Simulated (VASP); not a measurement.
# MnGa3 (Fm-3m) in VASP: a series of runs

Runs on MnGa3. Level: PBE. Tasks: single point.

Program: VASP 6.6.1. These are calculated values, not measurements. Logs are shortened: lines on timing, memory, paths and dates and some standing lists are left out, and cuts for length are marked.

## 1. The cell of the first run

Symmetry: Fm-3m, No. 225, cubic system. The conventional cell has a = 6.493 Å, b = 6.493 Å, c = 6.493 Å, α = 90.00°, β = 90.00°, γ = 90.00°. Within 3.7 Å of Ga (site symmetry -43m) lie 10 Ga at 2.81 to 3.25 Å and 4 Mn at 2.81 Å. Ga (site symmetry m-3m) has 8 Ga at 2.81 Å and 6 Mn at 3.25 Å within 3.7 Å. Within 3.7 Å of Mn (site symmetry m-3m) lie 14 Ga at 2.81 to 3.25 Å.

## 2. Single point, PBE, collinear spin, ferromagnetic start

File INCAR:

```
PREC     = Accurate       # precision mode
ENCUT    = 520            # plane-wave cutoff, eV
EDIFF    = 1E-6           # SCF threshold, eV
ISMEAR   = 0              # smearing method
SIGMA    = 0.1            # smearing width, eV
LREAL    = F              # projectors in reciprocal space
LASPH    = T              # aspherical terms in the spheres
NELM     = 150            # most SCF steps
ALGO     = Normal         # electronic algorithm
ISIF     = 2              # what is computed and relaxed
LWAVE    = F              # write WAVECAR
LCHARG   = T              # write CHGCAR
ISPIN    = 2              # spin polarisation
MAGMOM   = 0 0 0 3.73     # initial moments
LORBIT   = 11             # projections on sites
LMAXMIX  = 4              # l up to which the mixer works
GGA      = PE             # functional
LELF     = T              # ELF
LVHAR    = T            
NBANDS   = 38             # bands
```

File KPOINTS:

```
Automatic mesh
0
Gamma
  12 12 12
```

File POSCAR:

```
MnGa3
1.0
    0.0000000000      3.2467030344      3.2467030344
    3.2467030344      0.0000000000      3.2467030344
    3.2467030344      3.2467030344      0.0000000000
Ga Mn
3 1
Direct
    0.2500000000      0.2500000000      0.2500000000
    0.7500000000      0.7500000000      0.7500000000
    0.5000000000      0.5000000000      0.5000000000
    0.0000000000      0.0000000000      0.0000000000
```

Potentials or basis: VASP PAW PBE potentials, release 64 (Ga_d, Mn_pv).

Command:

```sh
cat potpaw_PBE.64/Ga_d/POTCAR potpaw_PBE.64/Mn_pv/POTCAR > POTCAR
mpirun -np 1 vasp_std > vasp.out
```

OUTCAR:

```text
PREC = Accurate
   ENCUT = 520
   EDIFF = 1E-6
   ISMEAR = 0
   LREAL = F
   LASPH = T
   NELM = 150
   ISIF = 2
   ISPIN = 2
   LORBIT = 11
   GGA = PE

 ion  position               nearest neighbor table
   1  0.250  0.250  0.250-   4 2.81   3 2.81   4 2.81   3 2.81   4 2.81   4 2.81   3 2.81   3 2.81

   2  0.750  0.750  0.750-   3 2.81   3 2.81   4 2.81   4 2.81   3 2.81   3 2.81   4 2.81   4 2.81

   3  0.500  0.500  0.500-   1 2.81   1 2.81   2 2.81   2 2.81   1 2.81   1 2.81   2 2.81   2 2.81

   4  0.000  0.000  0.000-   2 2.81   1 2.81   2 2.81   1 2.81   2 2.81   2 2.81   1 2.81   1 2.81

  LATTYP: Found a face centered cubic cell.
 ALAT       =     6.4934060688

  Lattice vectors:

 A1 = (   0.0000000000,   3.2467030344,   3.2467030344)
 A2 = (   3.2467030344,   0.0000000000,   3.2467030344)
 A3 = (   3.2467030344,   3.2467030344,   0.0000000000)

Analysis of symmetry for initial positions (statically):
=====================================================================
 Subroutine PRICEL returns:
 Original cell was already a primitive cell.

 Routine SETGRP: Setting up the symmetry group for a
 face centered cubic supercell.

 Subroutine GETGRP returns: Found 48 space group operations
 (whereof 48 operations were pure point group operations)
 out of a pool of 48 trial point group operations.

The static configuration has the point symmetry O_h .

Analysis of symmetry for dynamics (positions and initial velocities):
=====================================================================
 Subroutine PRICEL returns:
 Original cell was already a primitive cell.

 Routine SETGRP: Setting up the symmetry group for a
 face centered cubic supercell.

 Subroutine GETGRP returns: Found 48 space group operations
 (whereof 48 operations were pure point group operations)
 out of a pool of 48 trial point group operations.

The dynamic configuration has the point symmetry O_h .

Analysis of structural, dynamic, and magnetic symmetry:
=====================================================================
 Subroutine PRICEL returns:
 Original cell was already a primitive cell.

 Routine SETGRP: Setting up the symmetry group for a
 face centered cubic supercell.

 Subroutine GETGRP returns: Found 48 space group operations
 (whereof 48 operations were pure point group operations)
 out of a pool of 48 trial point group operations.

The overall configuration has the point symmetry O_h .

 Subroutine INISYM returns: Found 48 space group operations
 (whereof 48 operations are pure point group operations),
 and found     1 'primitive' translations

----------------------------------------------------------------------------------------

                                     Primitive cell

  volume of cell :      68.4475

  direct lattice vectors                    reciprocal lattice vectors
     0.000000000  3.246703034  3.246703034    -0.154002382  0.154002382  0.154002382
     3.246703034  0.000000000  3.246703034     0.154002382 -0.154002382  0.154002382
     3.246703034  3.246703034  0.000000000     0.154002382  0.154002382 -0.154002382

  length of vectors
     4.591531464  4.591531464  4.591531464     0.266739950  0.266739950  0.266739950

  position of ions in fractional coordinates (direct lattice)
     0.250000000  0.250000000  0.250000000
     0.750000000  0.750000000  0.750000000
     0.500000000  0.500000000  0.500000000
     0.000000000  0.000000000  0.000000000

  ion indices of the primitive-cell ions
   primitive index   ion index
                 1           1
                 2           2
                 3           3
                 4           4

----------------------------------------------------------------------------------------

 KPOINTS: Automatic mesh

Automatic generation of k-mesh.
 Grid dimensions read from file:
 generate k-points for:   12   12   12

 Generating k-lattice:

  Cartesian coordinates                     Fractional coordinates (reciprocal lattice)
    -0.012833532  0.012833532  0.012833532     0.083333333  0.000000000  0.000000000
     0.012833532 -0.012833532  0.012833532     0.000000000  0.083333333  0.000000000
     0.012833532  0.012833532 -0.012833532     0.000000000  0.000000000  0.083333333

  Length of vectors
     0.022228329  0.022228329  0.022228329

  Shift w.r.t. Gamma in fractional coordinates (k-lattice)
     0.000000000  0.000000000  0.000000000

 Subroutine IBZKPT returns following result:
 ===========================================

 Found     72 irreducible k-points:

 Following reciprocal coordinates:
            Coordinates               Weight
  0.000000  0.000000  0.000000      1.000000
  0.083333  0.000000  0.000000      8.000000
  0.166667  0.000000  0.000000      8.000000
  0.250000  0.000000  0.000000      8.000000
  0.333333  0.000000  0.000000      8.000000
  0.416667  0.000000  0.000000      8.000000
[... 16 lines left out ...]
  0.500000  0.166667  0.000000     24.000000
 -0.416667  0.166667  0.000000     24.000000
 [... further k-points ...]
   k-points           NKPTS =     72   k-points in BZ     NKDIM =     72   number of bands    NBANDS=     38
   number of dos      NEDOS =    301   number of ions     NIONS =      4
   total plane-waves  NPLWV =  46656
   dimension x,y,z NGX =    36 NGY =   36 NGZ =   36
   dimension x,y,z NGXF=    72 NGYF=   72 NGZF=   72
   ions per type =               3   1
   NGX,Y,Z   is equivalent  to a cutoff of  13.03, 13.03, 13.03 a.u.
   NGXF,Y,Z  is equivalent  to a cutoff of  26.07, 26.07, 26.07 a.u.
 SYSTEM =  unknown system
   PREC   = accura    normal or accurate (medium, high low for compatibility)
   ISTART =      0    job   : 0-new  1-cont  2-samecut
   ICHARG =      2    charge: 1-file 2-atom 10-const
   ISPIN  =      2    spin polarized calculation?
   LNONCOLLINEAR =      F non collinear calculations
   LSORBIT =      F    spin-orbit coupling
   LASPH  =      T    aspherical Exc in radial PAW
   ENCUT  =  520.0 eV  38.22 Ry    6.18 a.u.   8.54  8.54  8.54*2*pi/ulx,y,z
   NELM   =    150;   NELMIN=  2; NELMDL= -5     # of ELM steps
   EDIFF  = 0.1E-05   stopping-criterion for ELM
   LREAL  =      F    real-space projection
   EDIFFG = 0.1E-04   stopping-criterion for IOM
   NSW    =      0    number of steps for IOM
   IBRION =     -1    ionic relax: 0-MD 1-quasi-New 2-CG
   NFREE  =      0    steps in history (QN), initial steepest desc. (CG)
   ISIF   =      2    stress and relaxation
   ISYM   =      2    0-nonsym 1-usesym 2-fastsym
   POTIM  = 0.5000    time-step for ionic-motion
   TEBEG  =    0.0;   TEEND  =   0.0 temperature during run
   PSTRESS=    0.0 pullay stress
   NELECT =      52.0000    total number of electrons
   NUPDOWN=      -1.0000    fix difference up-down
   EMIN   =  10.00;   EMAX   =-10.00  energy-range for DOS
   EFERMI =   0.00;   METHOD = LEGACY
   ISMEAR =     0;   SIGMA  =   0.10  broadening in eV -4-tet -1-fermi 0-gaus
   EFERMI_NEDOS =   21; number of points for ismear=-14 and -15
   IALGO  =     38    algorithm
   IMIX   =      4    mixing-type and parameters
     AMIX     =   0.40;   BMIX     =  1.00
     AMIX_MAG =   1.60;   BMIX_MAG =  1.00
  volume/ion in A,a.u.               =      17.11       115.48
  Fermi-wavevector in a.u.,A,eV,Ry     =   1.493792  2.822857 30.360226  2.231414
  Thomas-Fermi vector in A             =   2.606147
   LORBIT       =     11    0 simple, 1 ext, 2 COOP (PROOUT), +10 PAW based schemes
   GGA     = PE    functional components
   LHFCALC =     F    Hartree Fock is set to
   AEXX    =    0.0000 exact exchange contribution
   IVDW    =     0    specifies the selected vdW correction
   LEPSILON=     F    determine dielectric tensor
   LRPA    =     F    only Hartree local field effects (RPA)
 spin polarized calculation
 Gauss-broadening in eV      SIGMA  =   0.10
  energy-cutoff  :      520.00
  volume of cell :       68.45
 maximum number of plane-waves:      1868
 NGX is ok and might be reduce to    36
   NGX = 17   NGY = 17   NGZ = 17

 number of electron      51.9999983 magnetization       3.7449553

 Free energy of the ion-electron system (eV)
  ---------------------------------------------------
  ext. energy  EPLUGINS =         0.00000000
  ---------------------------------------------------
  free energy    TOTEN  =       -16.98358513 eV

  energy without entropy =      -16.97450289  energy(sigma->0) =      -16.97904401

 E-fermi :   6.5406     XC(G=0): -11.4618

 val. band max:        6.5361580237   @ k =  -0.3333   0.0833   0.0000
 cond. band min:       6.5418000918   @ k =   0.3333   0.0000   0.0000
 fundamental gap:      0.0056420681
 Fermi energy:         6.5405767863

 spin component 1

 k-point     1 :       0.0000    0.0000    0.0000
  band No.  band energies     occupation
      1     -43.5426      1.00000
      2     -43.5426      1.00000
      3     -43.5426      1.00000
      4      -8.5606      1.00000
      5      -8.5606      1.00000
      6      -8.5267      1.00000
[... 30 lines left out ...]
     37      13.7387      0.00000
     38      13.7387      0.00000
[... 941 lines left out ...]
     37      16.2567      0.00000
     38      16.6378      0.00000

 [... further k-points ...]

 spin component 2

 k-point     1 :       0.0000    0.0000    0.0000
  band No.  band energies     occupation
      1     -39.7544      1.00000
      2     -39.7544      1.00000
      3     -39.7544      1.00000
      4      -8.5596      1.00000
      5      -8.5596      1.00000
      6      -8.5267      1.00000
[... 30 lines left out ...]
     37      14.3336      0.00000
     38      14.3336      0.00000
[... 941 lines left out ...]
     37      16.5197      0.00000
     38      16.8834      0.00000

 [... further k-points ...]

------------------------ aborting loop because EDIFF is reached ----------------------------------------

  FORCE on cell =-STRESS in cart. coord.  units (eV):
  Direction    XX          YY          ZZ          XY          YZ          ZX
  --------------------------------------------------------------------------------------
  -------------------------------------------------------------------------------------
  Total        0.0264572      0.0264572      0.0264572      0.0000000      0.0000000     -0.0000000
  in kB        0.6192933      0.6192933      0.6192933      0.0000000      0.0000000     -0.0000000
  external PRESSURE =       0.6192933 kB  Pullay stress =       0.0000000 kB

 VOLUME and BASIS-vectors are now :
 -----------------------------------------------------------------------------
  energy-cutoff  :      520.00
  volume of cell :       68.45
      direct lattice vectors                 reciprocal lattice vectors
     0.000000000  3.246703034  3.246703034    -0.154002382  0.154002382  0.154002382
     3.246703034  0.000000000  3.246703034     0.154002382 -0.154002382  0.154002382
     3.246703034  3.246703034  0.000000000     0.154002382  0.154002382 -0.154002382

 POSITION                                       TOTAL-FORCE (eV/Angst)
 -----------------------------------------------------------------------------------
      1.62335      1.62335      1.62335        -0.000000     -0.000000     -0.000000
      4.87005      4.87005      4.87005         0.000000      0.000000      0.000000
      3.24670      3.24670      3.24670        -0.000000     -0.000000     -0.000000
      0.00000      0.00000      0.00000        -0.000000     -0.000000     -0.000000
 -----------------------------------------------------------------------------------
    total drift:                                0.000000      0.000000      0.000000

  FREE ENERGIE OF THE ION-ELECTRON SYSTEM (eV)
  ---------------------------------------------------
  free  energy   TOTEN  =       -16.9835851266 eV

  energy  without entropy=      -16.9745028877  energy(sigma->0) =      -16.97904401

 total charge

# of ion       s       p       d       tot
------------------------------------------
    1        0.989   0.633   9.966  11.588
    2        0.989   0.633   9.966  11.588
    3        1.001   0.585   9.977  11.562
    4        0.292   6.158   5.001  11.450
--------------------------------------------------
tot          3.271   8.009  34.909  46.190

 magnetization (x)

# of ion       s       p       d       tot
------------------------------------------
    1        0.007  -0.038   0.005  -0.026
    2        0.007  -0.038   0.005  -0.026
    3        0.034  -0.034   0.000  -0.000
    4        0.028   0.045   3.544   3.617
--------------------------------------------------
tot          0.075  -0.066   3.555   3.565
```

Run time: 10 min. Hardware: 1 thread of Intel Xeon 8259CL, shared host; peak memory 0.43 GiB.

What came out:

```yaml
Free_energy: -16.9836 eV
Pressure: 0.1 GPa
Net_moment: 3.74 μB per cell
Site_moments: Ga -0.03, -0.00 (each value once); Mn +3.62 μB
Valence_electrons_inside_the_program's_atomic_spheres: Ga 11.59, 11.56 (each value once); Mn 11.45
```

Levels at points of the mesh, in eV from the Fermi level:
Spin up:
| k point | band 26 | band 27 | band 28 | band 29 | band 30 | band 31 |
| --- | --- | --- | --- | --- | --- | --- |
| (0.00, 0.00, 0.00) | -0.06 | 0.55 | 0.55 | 0.55 | 1.60 | 1.60 |
| (0.50, 0.00, 0.00) | -2.23 | -0.05 | -0.05 | 0.34 | 0.34 | 1.02 |
| (0.50, 0.50, 0.00) | -2.64 | -2.62 | -1.49 | -0.99 | 6.34 | 6.34 |
Spin down:
```
           k point  band 21  band 22  band 23  band 24  band 25  band 26  band 27  band 28
(0.00, 0.00, 0.00)    -1.76    -1.76    -1.76     0.10     0.47     0.47     0.57     0.57
(0.50, 0.00, 0.00)    -2.27    -2.19    -2.19    -0.56     0.15     0.15     0.41     0.41
(0.50, 0.50, 0.00)    -5.03    -3.48    -3.48    -1.43     0.31     0.31     0.75     1.41
```

## 3. Single point, PBE

This run uses another cell than the first one, of 13.69 Å³/atom.

File INCAR:

```
PREC = Accurate
ENCUT = 520
EDIFF = 1E-6
ISMEAR = 0
SIGMA = 0.1
LREAL = F
LASPH = T
NELM = 60
ALGO = Fast
ISIF = 2
LWAVE = F
LCHARG = F
GGA = PE
NBANDS = 34
```

KPOINTS is that of step 2.

File POSCAR:

```
MnGa3
1.0
    0.0000000000      3.0139721101      3.0139721101
    3.0139721101      0.0000000000      3.0139721101
    3.0139721101      3.0139721101      0.0000000000
Ga Mn
3 1
Direct
    0.2500000000      0.2500000000      0.2500000000
    0.7500000000      0.7500000000      0.7500000000
    0.5000000000      0.5000000000      0.5000000000
    0.0000000000      0.0000000000      0.0000000000
```

Potentials or basis: VASP PAW PBE potentials, release 64 (Ga_d, Mn_pv).

Command:

```sh
cat potpaw_PBE.64/Ga_d/POTCAR potpaw_PBE.64/Mn_pv/POTCAR > POTCAR
mpirun -np 1 vasp_std > vasp.out
```

OUTCAR:

```text
PREC = Accurate
   ENCUT = 520
   EDIFF = 1E-6
   ISMEAR = 0
   LREAL = F
   LASPH = T
   NELM = 60
   ISIF = 2
   GGA = PE

 ion  position               nearest neighbor table
   1  0.250  0.250  0.250-   4 2.61   4 2.61   4 2.61   3 2.61   4 2.61   3 2.61   3 2.61   3 2.61

   2  0.750  0.750  0.750-   3 2.61   3 2.61   3 2.61   3 2.61   4 2.61   4 2.61   4 2.61   4 2.61

   3  0.500  0.500  0.500-   1 2.61   1 2.61   1 2.61   1 2.61   2 2.61   2 2.61   2 2.61   2 2.61
[... 1091 lines left out ...]
  FORCE on cell =-STRESS in cart. coord.  units (eV):
  Direction    XX          YY          ZZ          XY          YZ          ZX
  --------------------------------------------------------------------------------------
  -------------------------------------------------------------------------------------
  Total        3.5461599      3.5461599      3.5461599      0.0000000      0.0000000     -0.0000000
  in kB      103.7579102    103.7579102    103.7579102      0.0000000      0.0000000     -0.0000000
  external PRESSURE =     103.7579102 kB  Pullay stress =       0.0000000 kB

 VOLUME and BASIS-vectors are now :
 -----------------------------------------------------------------------------
  energy-cutoff  :      520.00
  volume of cell :       54.76
      direct lattice vectors                 reciprocal lattice vectors
     0.000000000  3.013972110  3.013972110    -0.165894037  0.165894037  0.165894037
     3.013972110  0.000000000  3.013972110     0.165894037 -0.165894037  0.165894037
     3.013972110  3.013972110  0.000000000     0.165894037  0.165894037 -0.165894037

 POSITION                                       TOTAL-FORCE (eV/Angst)
 -----------------------------------------------------------------------------------
      1.50699      1.50699      1.50699         0.000000      0.000000      0.000000
      4.52096      4.52096      4.52096        -0.000000     -0.000000     -0.000000
      3.01397      3.01397      3.01397         0.000000     -0.000000      0.000000
      0.00000      0.00000      0.00000         0.000000     -0.000000      0.000000
 -----------------------------------------------------------------------------------
    total drift:                                0.000000     -0.000000      0.000000

  FREE ENERGIE OF THE ION-ELECTRON SYSTEM (eV)
  ---------------------------------------------------
  free  energy   TOTEN  =       -15.9221819355 eV

  energy  without entropy=      -15.9016407426  energy(sigma->0) =      -15.91191134
```

stdout:

```text
POSCAR found type information on POSCAR GaMn
 POSCAR found :  2 types and       4 ions
 scaLAPACK will be used
 LDA part: xc-table for (Slater+PW92), standard interpolation
 POSCAR, INCAR and KPOINTS ok, starting setup
 FFT: planning ... GRIDC
 FFT: planning ... GRID_SOFT
 FFT: planning ... GRID
 WAVECAR not read
 entering main loop
```

Wall time 54 s (1 thread of Intel Xeon 6975P-C (Granite Rapids), shared host); peak memory 0.25 GiB.

What came out:

| Quantity | Value |
| --- | --- |
| Free energy | -15.9222 eV |
| Pressure | 10.4 GPa |
| Band gap on the k mesh | zero (bands 26 and 27 overlap by 0.98 eV) |

Levels at points of the mesh, in eV from the Fermi level:
| k point | band 22 | band 23 | band 24 | band 25 | band 26 | band 27 | band 28 | band 29 | band 30 | band 31 |
| --- | --- | --- | --- | --- | --- | --- | --- | --- | --- | --- |
| (0.00, 0.00, 0.00) | -2.64 | -0.85 | -0.65 | -0.65 | 0.57 | 0.57 | 0.57 | 1.57 | 3.36 | 3.36 |
| (0.50, 0.00, 0.00) | -3.10 | -1.54 | -1.05 | -0.56 | -0.56 | 0.19 | 0.19 | 2.13 | 2.13 | 3.29 |
| (0.50, 0.50, 0.00) | -4.24 | -4.24 | -1.47 | -0.57 | -0.57 | -0.40 | 0.78 | 1.70 | 7.92 | 7.92 |

Caveat: the cell stands under pressure; the run has no spin polarisation, though such a crystal can be magnetic.

(Continued in part 2 of 2.)
